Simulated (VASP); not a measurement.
# Tl3Ge2H (P-6m2) in VASP: a series of runs

Runs on Tl3Ge2H. Level: PBE. Tasks: single point.

Program: VASP 6.6.1. These are calculated values, not measurements. Logs are shortened: lines on timing, memory, paths and dates and some standing lists are left out, and cuts for length are marked.

## (1) The cell of the first run

The structure is hexagonal, space group P-6m2 (No. 187). Conventional cell: a = 6.445 Å, b = 6.445 Å, c = 4.431 Å, α = 90.00°, β = 90.00°, γ = 120.00°. Tl (site symmetry mm2) has 2 Ge at 2.94 Å and 4 Tl at 3.10 to 3.35 Å and 2 H at 3.22 Å within 3.9 Å. Within 3.9 Å of Ge (site symmetry -6m2) lie 6 Tl at 2.94 Å and 3 Ge at 3.72 Å. Within 2.9 Å of Ge (site symmetry -6m2) lie 2 H at 2.22 Å. Within 2.9 Å of H (site symmetry -6m2) lie 2 Ge at 2.22 Å.

## (2) Single point, PBE

The input, INCAR:

```
SYSTEM = Tl3Ge2H
  PREC = Accurate
  ENCUT = 520
  EDIFF = 1E-6
  ISMEAR = 0
  SIGMA = 0.1
  LREAL = .False.
  LASPH = .True.
  NELM = 100
  ALGO = Normal
  ISIF = 2
  LWAVE = .False.
  LCHARG = .False.
  GGA = PE
  NBANDS = 43
```

The input, KPOINTS:

```
regular mesh
0
Gamma
  3 3 4
  0 0 0
```

The input, POSCAR:

```
Tl3Ge2H
1.0
    6.4445015039     -0.0000000029      0.0000000000
   -3.2222507495      5.5811020185      0.0000000000
    0.0000000000      0.0000000000      4.4313676349
Tl Ge H
3 2 1
Direct
    0.1602070895      0.8397929105      0.5000000000
    0.1602070895      0.3204141791      0.5000000000
    0.6795858209      0.8397929105      0.5000000000
    0.3333333333      0.6666666667      0.0000000000
    0.6666666667      0.3333333333      0.0000000000
    0.6666666667      0.3333333333      0.5000000000
```

Potentials or basis: VASP PAW PBE potentials, release 64 (Tl_d, Ge_d, H).

Run with:

```sh
cat potpaw_PBE.64/Tl_d/POTCAR potpaw_PBE.64/Ge_d/POTCAR potpaw_PBE.64/H/POTCAR > POTCAR
mpirun -np 1 vasp_std > vasp.out
```

OUTCAR:

```text
SYSTEM = Tl3Ge2H
   PREC = Accurate
   ENCUT = 520
   EDIFF = 1E-6
   ISMEAR = 0
   LREAL = .False.
   LASPH = .True.
   NELM = 100
   ISIF = 2
   GGA = PE

 ion  position               nearest neighbor table
   1  0.160  0.840  0.500-   4 2.94   4 2.94   2 3.10   3 3.10   2 3.35   3 3.35
   2  0.160  0.320  0.500-   4 2.94   4 2.94   3 3.10   1 3.10   3 3.35   1 3.35
   3  0.680  0.840  0.500-   4 2.94   4 2.94   2 3.10   1 3.10   2 3.35   1 3.35
   4  0.333  0.667  0.000-   2 2.94   2 2.94   3 2.94   3 2.94   1 2.94   1 2.94
   5  0.667  0.333  0.000-
   6  0.667  0.333  0.500-

  LATTYP: Found a hexagonal cell.
 ALAT       =     6.4445015039
 C/A-ratio  =     0.6876199241

  Lattice vectors:

 A1 = (   6.4445015039,  -0.0000000029,   0.0000000000)
 A2 = (  -3.2222507495,   5.5811020185,   0.0000000000)
 A3 = (   0.0000000000,   0.0000000000,   4.4313676349)

Analysis of symmetry for initial positions (statically):
=====================================================================
 Subroutine PRICEL returns:
 Original cell was already a primitive cell.

 Routine SETGRP: Setting up the symmetry group for a
 hexagonal supercell.

 Subroutine GETGRP returns: Found 12 space group operations
 (whereof 12 operations were pure point group operations)
 out of a pool of 24 trial point group operations.

The static configuration has the point symmetry D_3h.

Analysis of symmetry for dynamics (positions and initial velocities):
=====================================================================
 Subroutine PRICEL returns:
 Original cell was already a primitive cell.

 Routine SETGRP: Setting up the symmetry group for a
 hexagonal supercell.

 Subroutine GETGRP returns: Found 12 space group operations
 (whereof 12 operations were pure point group operations)
 out of a pool of 24 trial point group operations.

The dynamic configuration has the point symmetry D_3h.

 Subroutine INISYM returns: Found 12 space group operations
 (whereof 12 operations are pure point group operations),
 and found     1 'primitive' translations

----------------------------------------------------------------------------------------

                                     Primitive cell

  volume of cell :     159.3849

  direct lattice vectors                    reciprocal lattice vectors
     6.444501504 -0.000000003  0.000000000     0.155171040  0.089588042  0.000000000
[... 79 lines left out ...]
   LREAL  =      F    real-space projection
   EDIFFG = 0.1E-04   stopping-criterion for IOM
   NSW    =      0    number of steps for IOM
   IBRION =     -1    ionic relax: 0-MD 1-quasi-New 2-CG
   NFREE  =      0    steps in history (QN), initial steepest desc. (CG)
   ISIF   =      2    stress and relaxation
   ISYM   =      2    0-nonsym 1-usesym 2-fastsym
   POTIM  = 0.5000    time-step for ionic-motion
   TEBEG  =    0.0;   TEEND  =   0.0 temperature during run
   PSTRESS=    0.0 pullay stress
   NELECT =      68.0000    total number of electrons
   NUPDOWN=      -1.0000    fix difference up-down
   EMIN   =  10.00;   EMAX   =-10.00  energy-range for DOS
   EFERMI =   0.00;   METHOD = LEGACY
   ISMEAR =     0;   SIGMA  =   0.10  broadening in eV -4-tet -1-fermi 0-gaus
   EFERMI_NEDOS =   21; number of points for ismear=-14 and -15
   IALGO  =     38    algorithm
   IMIX   =      4    mixing-type and parameters
     AMIX     =   0.40;   BMIX     =  1.00
     AMIX_MAG =   1.60;   BMIX_MAG =  1.00
  volume/ion in A,a.u.               =      26.56       179.26
  Fermi-wavevector in a.u.,A,eV,Ry     =   1.232430  2.328954 20.665653  1.518883
  Thomas-Fermi vector in A             =   2.367200
   LORBIT       =      0    0 simple, 1 ext, 2 COOP (PROOUT), +10 PAW based schemes
   GGA     = PE    functional components
   LHFCALC =     F    Hartree Fock is set to
   AEXX    =    0.0000 exact exchange contribution
   IVDW    =     0    specifies the selected vdW correction
   LEPSILON=     F    determine dielectric tensor
   LRPA    =     F    only Hartree local field effects (RPA)
 non-spin polarized calculation
 Gauss-broadening in eV      SIGMA  =   0.10
  energy-cutoff  :      520.00
  volume of cell :      159.38
 maximum number of plane-waves:      4310
 NGX is ok and might be reduce to    48
   NGX = 23   NGY = 23   NGZ = 17

 number of electron      68.0000019 magnetization

 Free energy of the ion-electron system (eV)
  ---------------------------------------------------
  ext. energy  EPLUGINS =         0.00000000
  ---------------------------------------------------
  free energy    TOTEN  =       -16.11878775 eV

  energy without entropy =      -16.11083600  energy(sigma->0) =      -16.11481187

 E-fermi :   4.5881     XC(G=0):  -9.3204

 val. band max:        4.5421948596   @ k =   0.0000   0.0000   0.5000
 cond. band min:       4.6944261726   @ k =   0.3333   0.3333   0.5000
 fundamental gap:      0.1522313130
 Fermi energy:         4.5881453934

 k-point     1 :       0.0000    0.0000    0.0000
  band No.  band energies     occupation
      1     -20.6114      2.00000
      2     -20.6091      2.00000
      3     -20.6091      2.00000
      4     -20.6008      2.00000
      5     -20.6008      2.00000
      6     -20.2970      2.00000
[... 403 lines left out ...]
     42       9.2973      0.00000
     43       9.8886      0.00000

------------------------ aborting loop because EDIFF is reached ----------------------------------------

  FORCE on cell =-STRESS in cart. coord.  units (eV):
  Direction    XX          YY          ZZ          XY          YZ          ZX
  --------------------------------------------------------------------------------------
  -------------------------------------------------------------------------------------
  Total        0.0894691      0.0894691      0.0245018     -0.0000000     -0.0000000      0.0000000
  in kB        0.8993658      0.8993658      0.2462987     -0.0000000     -0.0000000      0.0000000
  external PRESSURE =       0.6816767 kB  Pullay stress =       0.0000000 kB

 VOLUME and BASIS-vectors are now :
 -----------------------------------------------------------------------------
  energy-cutoff  :      520.00
  volume of cell :      159.38
      direct lattice vectors                 reciprocal lattice vectors
     6.444501504 -0.000000003  0.000000000     0.155171040  0.089588042  0.000000000
    -3.222250750  5.581102019  0.000000000     0.000000000  0.179176083  0.000000000
     0.000000000  0.000000000  4.431367635     0.000000000  0.000000000  0.225663967

 POSITION                                       TOTAL-FORCE (eV/Angst)
 -----------------------------------------------------------------------------------
     -1.67357      4.68697      2.21568        -0.021174      0.012225     -0.000000
      0.00000      1.78826      2.21568        -0.000000     -0.024449      0.000000
      1.67357      4.68697      2.21568         0.021174      0.012225     -0.000000
      0.00000      3.72073      0.00000         0.000000     -0.000000     -0.000000
      3.22225      1.86037      0.00000         0.000000     -0.000000     -0.000000
      3.22225      1.86037      2.21568         0.000000     -0.000000     -0.000000
 -----------------------------------------------------------------------------------
    total drift:                               -0.000000      0.000000     -0.000000

  FREE ENERGIE OF THE ION-ELECTRON SYSTEM (eV)
  ---------------------------------------------------
  free  energy   TOTEN  =       -16.1187877513 eV

  energy  without entropy=      -16.1108359972  energy(sigma->0) =      -16.11481187
```

Wall time 40 s (1 thread of AMD EPYC 9R45 (Zen 5), shared host); peak memory 0.26 GiB.

What came out:

| Item | Value |
| --- | --- |
| Free energy | -16.1188 eV |
| Pressure | 0.1 GPa |
| Largest force | 0.024 eV/Å |
| Band gap on the k mesh | zero (band 34 reaches 4.71 eV, above the bottom of band 35 at 4.16 eV) |

Forces in eV/Å, atoms in the order of the input:
```
Tl  -0.021  0.012  0.000
Tl   0.000 -0.024  0.000
Tl   0.021  0.012  0.000
Ge   0.000  0.000  0.000
Ge   0.000  0.000  0.000
H    0.000  0.000  0.000
```

Caveat: the k points lie up to 0.38 Å⁻¹ apart; spin-orbit coupling is left out, which moves the levels of the heavy elements.

## (3) Single point, PBE

This run uses another cell than the first one, of 28.51 Å³/atom, 1.073 times its volume.

The input, INCAR:

```
PREC = Accurate
ENCUT = 520
EDIFF = 1E-6
ISMEAR = 0
SIGMA = 0.1
LREAL = False
LASPH = True
NELM = 80
ALGO = Normal
ISIF = 2
LWAVE = False
LCHARG = True
GGA = PE
LELF = True
LVHAR = True
NBANDS = 43
```

The input, KPOINTS:

```
Automatic mesh
0
Gamma
  3 3 4
```

The input, POSCAR:

```
Tl3Ge2H
1.0
    6.5176319300      0.0000000000      0.0000000000
   -3.2588159600      5.6444348200      0.0000000000
    0.0000000000      0.0000000000      4.6503638100
Tl Ge H
3 2 1
Direct
    0.1763467900      0.8236532100      0.5000000000
    0.1763467900      0.3526935700      0.5000000000
    0.6473064300      0.8236532100      0.5000000000
    0.3333333300      0.6666666700      0.0000000000
    0.6666666700      0.3333333300      0.0000000000
    0.6666666700      0.3333333300      0.5000000000
```

Potentials or basis: VASP PAW PBE potentials, release 64 (Tl_d, Ge_d, H).

Run with:

```sh
cat potpaw_PBE.64/Tl_d/POTCAR potpaw_PBE.64/Ge_d/POTCAR potpaw_PBE.64/H/POTCAR > POTCAR
mpirun -np 1 vasp_std > vasp.out
```

Wall time 45 s (1 thread of AMD EPYC 9R45 (Zen 5), shared host); peak memory 0.26 GiB.

Results (log left out):

* Free energy: -15.6237 eV
* Pressure: 0.1 GPa
* Largest force: 1.785 eV/Å
* Band gap on the k mesh: zero (band 34 reaches 3.93 eV, above the bottom of band 35 at 3.43 eV)

Forces in eV/Å, atoms in the order of the input:
```
Tl  -1.546  0.892  0.000
Tl   0.000 -1.785  0.000
Tl   1.546  0.892  0.000
Ge   0.000  0.000  0.000
Ge   0.000  0.000  0.000
H    0.000  0.000  0.000
```

Stress tensor (GPa, compression positive):
```
 0.45  0.00  0.00
 0.00  0.45  0.00
 0.00  0.00 -0.57
```

Levels at points of the mesh, in eV from the Fermi level:
| k point | band 31 | band 32 | band 33 | band 34 | band 35 | band 36 | band 37 | band 38 |
| --- | --- | --- | --- | --- | --- | --- | --- | --- |
| (0.00, 0.00, 0.00) | -2.06 | -2.06 | -2.05 | -1.18 | -0.48 | 0.72 | 2.26 | 2.26 |
| (0.00, 0.00, 0.50) | -3.66 | -2.32 | -1.70 | -1.70 | -0.22 | -0.22 | 0.10 | 0.10 |

Caveat: the k points lie up to 0.37 Å⁻¹ apart; spin-orbit coupling is left out, which moves the levels of the heavy elements; forces of over 1 eV/Å act on the atoms, so gaps and moduli don't describe the material at rest.
